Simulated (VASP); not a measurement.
# Al2Te3H (P6/mmm) in VASP: further runs, part 2 of 2

VASP 6.6.1. Earlier steps stand in the parts before.

### 3 Single point, PBE

This run uses another cell than the first one, of 28.84 Å³/atom.

INCAR reads:

```
  PREC = Accurate
  ENCUT = 520
  EDIFF = 1E-6
  ISMEAR = 0
  SIGMA = 0.1
  LREAL = F
  LASPH = T
  NELM = 80
  ALGO = Normal
  ISIF = 2
  LWAVE = F
  LCHARG = T
  GGA = PE
  LELF = T
  LVHAR = T
  NBANDS = 22
```

KPOINTS reads:

```
Automatic mesh
0
Gamma
  3 3 4
```

POSCAR reads:

```
Al2Te3H
1.0
    6.9957688203      0.0000000000      0.0000000000
   -3.4978844101      6.0585135174      0.0000000000
    0.0000000000      0.0000000000      4.0831627490
Al Te H
2 3 1
Direct
    0.6666666667      0.3333333333      0.5000000000
    0.3333333333      0.6666666667      0.5000000000
    0.0000000000      0.5000000000      0.0000000000
    0.5000000000      0.5000000000      0.0000000000
    0.5000000000      0.0000000000      0.0000000000
    0.0000000000      0.0000000000      0.5000000000
```

Potentials or basis: VASP PAW PBE potentials, release 64 (Al, Te, H).

The run is started by

```sh
$ cat potpaw_PBE.64/Al/POTCAR potpaw_PBE.64/Te/POTCAR potpaw_PBE.64/H/POTCAR > POTCAR
$ mpirun -np 1 vasp_std > vasp.out
```

OUTCAR:

```text
PREC = Accurate
   ENCUT = 520
   EDIFF = 1E-6
   ISMEAR = 0
   LREAL = F
   LASPH = T
   NELM = 80
   ISIF = 2
   GGA = PE

 ion  position               nearest neighbor table
   1  0.667  0.333  0.500-   5 2.87   5 2.87   3 2.87   3 2.87   4 2.87   4 2.87
   2  0.333  0.667  0.500-   5 2.87   5 2.87   3 2.87   3 2.87   4 2.87   4 2.87
   3  0.000  0.500  0.000-   1 2.87   2 2.87   1 2.87   2 2.87   4 3.50   4 3.50   5 3.50   5 3.50

   4  0.500  0.500  0.000-   1 2.87   2 2.87   1 2.87   2 2.87   5 3.50   5 3.50   3 3.50   3 3.50

   5  0.500  0.000  0.000-   1 2.87   2 2.87   1 2.87   2 2.87   4 3.50   4 3.50   3 3.50   3 3.50

   6  0.000  0.000  0.500-

  LATTYP: Found a hexagonal cell.
 ALAT       =     6.9957688203
 C/A-ratio  =     0.5836617610

  Lattice vectors:

 A1 = (   6.9957688203,   0.0000000000,   0.0000000000)
 A2 = (  -3.4978844101,   6.0585135174,   0.0000000000)
 A3 = (   0.0000000000,   0.0000000000,   4.0831627490)

Analysis of symmetry for initial positions (statically):
[... 167 lines left out ...]

 val. band max:        3.6559862323   @ k =   0.0000   0.0000   0.5000
 cond. band min:       3.7062274090   @ k =   0.3333  -0.0000   0.2500
 fundamental gap:      0.0502411766
 Fermi energy:         3.6882828590

 k-point     1 :       0.0000    0.0000    0.0000
  band No.  band energies     occupation
      1      -9.0104      2.00000
      2      -7.0340      2.00000
      3      -7.0340      2.00000
      4      -3.7129      2.00000
      5      -0.0194      2.00000
      6      -0.0194      2.00000
[... 214 lines left out ...]
     21       9.8177      0.00000
     22      10.6234      0.00000

------------------------ aborting loop because EDIFF is reached ----------------------------------------

  FORCE on cell =-STRESS in cart. coord.  units (eV):
  Direction    XX          YY          ZZ          XY          YZ          ZX
  --------------------------------------------------------------------------------------
  -------------------------------------------------------------------------------------
  Total        0.0778787      0.0778787      0.1505225      0.0000000      0.0000000      0.0000000
  in kB        0.7209932      0.7209932      1.3935222      0.0000000      0.0000000      0.0000000
  external PRESSURE =       0.9451695 kB  Pullay stress =       0.0000000 kB

 VOLUME and BASIS-vectors are now :
 -----------------------------------------------------------------------------
  energy-cutoff  :      520.00
  volume of cell :      173.06
      direct lattice vectors                 reciprocal lattice vectors
     6.995768820  0.000000000  0.000000000     0.142943546  0.082528495  0.000000000
    -3.497884410  6.058513517  0.000000000     0.000000000  0.165056989  0.000000000
     0.000000000  0.000000000  4.083162749     0.000000000  0.000000000  0.244908190

 POSITION                                       TOTAL-FORCE (eV/Angst)
 -----------------------------------------------------------------------------------
      3.49788      2.01950      2.04158         0.000000     -0.000000      0.000000
     -0.00000      4.03901      2.04158        -0.000000      0.000000      0.000000
     -1.74894      3.02926      0.00000        -0.000000     -0.000000      0.000000
      1.74894      3.02926      0.00000        -0.000000     -0.000000      0.000000
      3.49788      0.00000      0.00000        -0.000000     -0.000000      0.000000
      0.00000      0.00000      2.04158        -0.000000     -0.000000      0.000000
 -----------------------------------------------------------------------------------
    total drift:                                0.000000     -0.000000      0.000000

  FREE ENERGIE OF THE ION-ELECTRON SYSTEM (eV)
  ---------------------------------------------------
  free  energy   TOTEN  =       -17.2773754543 eV

  energy  without entropy=      -17.2489258281  energy(sigma->0) =      -17.26315064
```

OSZICAR:

```text
N       E                     dE             d eps       ncg     rms          rms(c)
DAV:   1     0.934529203691E+02    0.93453E+02   -0.85656E+03   396   0.874E+02
DAV:   2    -0.981924837861E+01   -0.10327E+03   -0.99694E+02   540   0.136E+02
DAV:   3    -0.177282195488E+02   -0.79090E+01   -0.78175E+01   508   0.383E+01
DAV:   4    -0.179216472871E+02   -0.19343E+00   -0.19340E+00   520   0.664E+00
DAV:   5    -0.179278250523E+02   -0.61778E-02   -0.61777E-02   542   0.117E+00    0.104E+01
DAV:   6    -0.176781060315E+02    0.24972E+00   -0.97596E+00   458   0.340E+00    0.866E+00
DAV:   7    -0.173064185973E+02    0.37169E+00   -0.49228E+00   438   0.139E+00    0.508E+00
DAV:   8    -0.172991555462E+02    0.72631E-02   -0.10979E+00   480   0.122E+00    0.973E-01
DAV:   9    -0.172781355005E+02    0.21020E-01   -0.79254E-02   468   0.525E-01    0.379E-01
DAV:  10    -0.172774789426E+02    0.65656E-03   -0.55332E-03   444   0.183E-01    0.230E-01
DAV:  11    -0.172775042064E+02   -0.25264E-04   -0.29579E-04   456   0.693E-02    0.136E-01
DAV:  12    -0.172774170918E+02    0.87115E-04   -0.27264E-03   486   0.601E-02    0.670E-02
DAV:  13    -0.172773735192E+02    0.43573E-04   -0.32451E-04   456   0.236E-02    0.209E-02
DAV:  14    -0.172773751074E+02   -0.15882E-05   -0.79441E-06   462   0.112E-02    0.849E-03
DAV:  15    -0.172773754543E+02   -0.34685E-06   -0.10365E-06   312   0.414E-03
   1 F= -.17277375E+02 E0= -.17263151E+02  d E =-.284496E-01
```

stdout:

```text
POSCAR found type information on POSCAR AlTeH
 POSCAR found :  3 types and       6 ions
 scaLAPACK will be used
 LDA part: xc-table for (Slater+PW92), standard interpolation
 POSCAR, INCAR and KPOINTS ok, starting setup
 FFT: planning ... GRIDC
 FFT: planning ... GRID_SOFT
 FFT: planning ... GRID
 WAVECAR not read
 entering main loop
```

Wall time 24 s (1 thread of Intel Xeon 6975P-C (Granite Rapids), shared host); peak memory 0.29 GiB.

Results:

```
Free energy            : -17.2774 eV
Pressure               : 0.1 GPa
Band gap on the k mesh : zero (an odd number of electrons rules out a gap without spin polarisation)
```

Levels at points of the mesh, in eV from the Fermi level:
```csv
k point,band 8,band 9,band 10,band 11,band 12,band 13,band 14,band 15,band 16,band 17
"(0.00, 0.00, 0.00)",-1.31,-0.79,-0.79,-0.60,0.24,0.24,0.69,1.73,2.13,2.65
"(0.00, 0.00, 0.50)",-3.62,-2.88,-2.88,-0.03,0.95,0.95,1.06,1.30,1.30,2.84
```

Caveat: the k points lie up to 0.38 Å⁻¹ apart, too coarse for converged energies and pressures of a metal; spin-orbit coupling is left out, which moves the levels of the heavy elements; an odd number of electrons without spin polarisation forces a metal; a magnetic or distorted state may lie lower.

### 4 Relaxation of cell and atoms, PBE

INCAR reads:

```
PREC     = Accurate       # precision mode
ENCUT    = 600            # plane-wave cutoff, eV
EDIFF    = 1E-6           # SCF threshold, eV
ISMEAR   = 0              # smearing method
SIGMA    = 0.1            # smearing width, eV
LREAL    = False          # projectors in reciprocal space
LASPH    = True           # aspherical terms in the spheres
NELM     = 100            # most SCF steps
ALGO     = Normal         # electronic algorithm
ISIF     = 3              # what is computed and relaxed
LWAVE    = False          # write WAVECAR
LCHARG   = False          # write CHGCAR
GGA      = PE             # functional
IBRION   = 2              # ionic algorithm
NSW      = 90             # ionic steps
EDIFFG   = -0.04          # ionic threshold
```

KPOINTS reads:

```
regular mesh
0
Gamma
  3 3 4
```

POSCAR reads:

```
Al2Te3H
1.0
    6.4574847200      0.0000000000      0.0000000000
   -3.2287423600      5.5923458100      0.0000000000
    0.0000000000      0.0000000000      3.7857124800
Al Te H
2 3 1
Direct
    0.6666666700      0.3333333300      0.5000000000
    0.3333333300      0.6666666700      0.5000000000
    0.0000000000      0.5000000000      0.0000000000
    0.5000000000      0.5000000000      0.0000000000
    0.5000000000      0.0000000000      0.0000000000
    0.0000000000      0.0000000000      0.5000000000
```

The run is started by

```sh
$ cat potpaw_PBE.64/Al/POTCAR potpaw_PBE.64/Te/POTCAR potpaw_PBE.64/H/POTCAR > POTCAR
$ mpirun -np 1 vasp_std > vasp.out
```

Run time: 68 s. Hardware: 1 thread of Intel Xeon 6975P-C (Granite Rapids), shared host; peak memory 0.3 GiB.

Results (log left out):

| Quantity | Value |
| --- | --- |
| Free energy | -17.2750 eV |
| Relaxed volume | 28.88 Å³/atom |
| Relaxed cell | a = 6.990 Å, b = 6.990 Å, c = 4.095 Å, α = 90.00°, β = 90.00°, γ = 120.00° |
| Space group after relaxing (to 0.1 Å) | P6/mmm (No. 191) |
| Energy gained by relaxing | 233.8 meV/atom |
| Ionic steps | 5 |
| Pressure after relaxing | 0.0 GPa |
| Band gap on the k mesh | zero (an odd number of electrons rules out a gap without spin polarisation) |

Stress tensor (GPa, compression positive):
```
 0.10  0.00  0.00
 0.00  0.10  0.00
 0.00  0.00 -0.18
```

Step by step:
```tsv
step	energy change (eV)	largest force (eV/Å)	pressure (GPa)	volume (Å³)
1	0.0000	0.0000	15.12	136.71
2	-1.3206	0.0000	-2.07	183.81
3	-1.3979	0.0000	0.14	172.28
4	-1.3980	0.0000	-0.03	173.04
5	-1.4029	0.0000	0.01	173.27
```

Final structure:
```
CELL_PARAMETERS angstrom
6.98979 0.00000 0.00000
-3.49490 6.05334 0.00000
0.00000 0.00000 4.09516
ATOMIC_POSITIONS crystal
Al 0.66667 0.33333 0.50000
Al 0.33333 0.66667 0.50000
Te 0.00000 0.50000 0.00000
Te 0.50000 0.50000 0.00000
Te 0.50000 0.00000 0.00000
H 0.00000 0.00000 0.50000
```

Levels at points of the mesh, in eV from the Fermi level:
```tsv
k point	band 9	band 10	band 11	band 12	band 13	band 14	band 15	band 16
(0.00, 0.00, 0.00)	-0.80	-0.80	-0.59	0.27	0.27	0.71	1.71	2.09
(0.00, 0.00, 0.50)	-2.87	-2.87	-0.04	0.97	0.97	1.07	1.31	1.31
```

Caveat: the k points lie up to 0.38 Å⁻¹ apart in the final cell, too coarse for converged energies and pressures of a metal; the volume moved by over 15 % at a fixed basis, so the end points are rough; spin-orbit coupling is left out, which moves the levels of the heavy elements; an odd number of electrons without spin polarisation forces a metal; a magnetic or distorted state may lie lower.

### 5 Single point, PBE

This run uses another cell than the first one, of 29.78 Å³/atom.

INCAR reads:

```
SYSTEM = Al2Te3H
  PREC = Accurate
  ENCUT = 520
  EDIFF = 1E-6
  ISMEAR = 0
  SIGMA = 0.1
  LREAL = .FALSE.
  LASPH = .TRUE.
  NELM = 100
  ALGO = Normal
  ISIF = 2
  LWAVE = .FALSE.
  LCHARG = .FALSE.
  GGA = PE
  NBANDS = 22
```

KPOINTS reads:

```
Automatic mesh
0
G
  6 6 10
  0 0 0
```

POSCAR reads:

```
Al2Te3H
1.0
    7.4428785520      0.0000000000      0.0000000000
   -3.7214392760      6.4457219034      0.0000000000
    0.0000000000      0.0000000000      3.7249107002
Al Te H
2 3 1
Direct
    0.6666666667      0.3333333333      0.5000000000
    0.3333333333      0.6666666667      0.5000000000
    0.0000000000      0.5000000000      0.0000000000
    0.5000000000      0.5000000000      0.0000000000
    0.5000000000      0.0000000000      0.0000000000
    0.0000000000      0.0000000000      0.5000000000
```

The run is started by

```sh
$ cat potpaw_PBE.64/Al/POTCAR potpaw_PBE.64/Te/POTCAR potpaw_PBE.64/H/POTCAR > POTCAR
$ mpirun -np 1 vasp_std > vasp.out
```

It took 87 s on 1 thread of Intel Xeon 6975P-C (Granite Rapids), shared host; peak memory 0.37 GiB.

Results (log left out):

- Free energy: -17.3564 eV
- Pressure: 0.0 GPa
- Band gap on the k mesh: zero (an odd number of electrons rules out a gap without spin polarisation)

Levels at points of the mesh, in eV from the Fermi level:
```tsv
k point	band 9	band 10	band 11	band 12	band 13	band 14	band 15	band 16
(0.00, 0.00, 0.00)	-0.66	-0.66	-0.52	0.13	0.16	0.16	2.93	3.09
(0.50, 0.00, 0.00)	-1.14	-0.64	-0.28	-0.08	0.15	0.92	2.24	3.76
(0.00, 0.00, 0.50)	-2.38	-2.38	0.11	0.40	0.40	0.82	1.27	1.27
(0.50, 0.00, 0.50)	-1.63	-1.47	-1.38	-0.88	-0.06	0.07	0.59	1.81
```

Caveat: spin-orbit coupling is left out, which moves the levels of the heavy elements; an odd number of electrons without spin polarisation forces a metal; a magnetic or distorted state may lie lower.

### 6 Relaxation of cell and atoms, PBE

This run uses another cell than the first one, of 28.84 Å³/atom.

INCAR reads:

```
PREC     = Accurate       # precision mode
ENCUT    = 600            # plane-wave cutoff, eV
EDIFF    = 1E-7           # SCF threshold, eV
ISMEAR   = 0              # smearing method
SIGMA    = 0.1            # smearing width, eV
LREAL    = False          # projectors in reciprocal space
LASPH    = True           # aspherical terms in the spheres
NELM     = 100            # most SCF steps
ALGO     = Normal         # electronic algorithm
ISIF     = 3              # what is computed and relaxed
LWAVE    = False          # write WAVECAR
LCHARG   = False          # write CHGCAR
GGA      = PE             # functional
IBRION   = 2              # ionic algorithm
NSW      = 100            # ionic steps
EDIFFG   = -0.01          # ionic threshold
```

KPOINTS reads:

```
Automatic mesh
0
Gamma
  6 6 10
```

Changes to POSCAR since step 5:

```diff
@@ -2,5 +2,5 @@
 1.0
-    7.4428785520      0.0000000000      0.0000000000
-   -3.7214392760      6.4457219034      0.0000000000
-    0.0000000000      0.0000000000      3.7249107002
+    6.9957688203      0.0000000000      0.0000000000
+   -3.4978844101      6.0585135174      0.0000000000
+    0.0000000000      0.0000000000      4.0831627490
 Al Te H
```

Potentials or basis: VASP PAW PBE potentials, release 64 (Al, Te, H).

The run is started by

```sh
$ cat potpaw_PBE.64/Al/POTCAR potpaw_PBE.64/Te/POTCAR potpaw_PBE.64/H/POTCAR > POTCAR
$ mpirun -np 1 vasp_std > vasp.out
```

Run time: 8.8 min. Hardware: 1 thread of Intel Xeon 6975P-C (Granite Rapids), shared host; peak memory 0.43 GiB.

It converged, with:

```
Free energy                           : -17.3560 eV
Relaxed volume                        : 29.82 Å³/atom
Relaxed cell                          : a = 7.447 Å, b = 7.447 Å, c = 3.725 Å, α = 90.00°, β = 90.00°, γ = 120.00°
Space group after relaxing (to 0.1 Å) : P6/mmm (No. 191)
Energy gained by relaxing             : 46.4 meV/atom
Ionic steps                           : 6
Pressure after relaxing               : 0.0 GPa
Band gap on the k mesh                : zero (an odd number of electrons rules out a gap without spin polarisation)
```

Step by step:
| step | energy change (eV) | largest force (eV/Å) | pressure (GPa) | volume (Å³) |
| --- | --- | --- | --- | --- |
| 1 | 0.0000 | 0.0000 | 0.20 | 173.06 |
| 2 | -0.1769 | 0.0000 | 0.28 | 173.81 |
| 3 | -0.2642 | 0.0000 | 1.03 | 174.41 |
| 4 | -0.2657 | 0.0000 | 0.95 | 174.42 |
| 5 | -0.2766 | 0.0000 | -0.34 | 180.67 |
| 6 | -0.2784 | 0.0000 | 0.00 | 178.89 |

Final structure:
```
Al Te H
1.0
     7.44671    0.00000    0.00000
    -3.72336    6.44904    0.00000
     0.00000    0.00000    3.72505
Al Te H
2 3 1
Direct
  0.66667 0.33333 0.50000
  0.33333 0.66667 0.50000
  0.00000 0.50000 0.00000
  0.50000 0.50000 0.00000
  0.50000 0.00000 0.00000
  0.00000 0.00000 0.50000
```

Levels at points of the mesh, in eV from the Fermi level:
```
           k point  band 10  band 11  band 12  band 13  band 14  band 15
(0.00, 0.00, 0.00)    -0.66    -0.52     0.13     0.16     0.16     2.94
(0.50, 0.00, 0.00)    -0.63    -0.28    -0.08     0.16     0.92     2.24
(0.00, 0.00, 0.50)    -2.37     0.11     0.40     0.40     0.82     1.28
(0.50, 0.00, 0.50)    -1.47    -1.38    -0.88    -0.06     0.07     0.59
```

Caveat: spin-orbit coupling is left out, which moves the levels of the heavy elements; an odd number of electrons without spin polarisation forces a metal; a magnetic or distorted state may lie lower.

### 7 Overview

| task | cell | k mesh | cutoff (eV) | gap on the mesh (eV) | pressure (GPa) | relaxed volume (Å³/atom) |
| --- | --- | --- | --- | --- | --- | --- |
| single point | a = 6.457, b = 6.457, c = 3.786 Å, angles 90.0, 90.0, 120.0°, 6 atoms | 3 × 3 × 4 | 520 | none | 15.1 | - |
| single point | a = 6.996, b = 6.996, c = 4.083 Å, angles 90.0, 90.0, 120.0°, 6 atoms | 3 × 3 × 4 | 520 | none | 0.1 | - |
| relaxation of cell and atoms | relaxed from a = 6.457, b = 6.457, c = 3.786 Å, angles 90.0, 90.0, 120.0°, 6 atoms | 3 × 3 × 4 | 600 | none | 0.0 | 28.88 |
| single point | a = 7.443, b = 7.443, c = 3.725 Å, angles 90.0, 90.0, 120.0°, 6 atoms | 6 × 6 × 10 | 520 | none | 0.0 | - |
| relaxation of cell and atoms | relaxed from a = 6.996, b = 6.996, c = 4.083 Å, angles 90.0, 90.0, 120.0°, 6 atoms | 6 × 6 × 10 | 600 | none | 0.0 | 29.82 |

Alike in all rows: level PBE; potentials or basis VASP PAW PBE potentials, release 64 (Al, Te, H); no spin polarisation; smearing gaussian 0.1 eV.

Caveats: some runs use coarse meshes; spin-orbit coupling is left out, which moves the levels of the heavy elements; an odd number of electrons without spin polarisation forces a metal; a magnetic or distorted state may lie lower; the volume moved by over 15 % at a fixed basis, so the end points are rough (at least some runs).

Total energies depend on the potentials used, so only differences within one code and one set of settings carry meaning.

The gap in the log of VASP goes by the Fermi energy; the results here count the filled bands.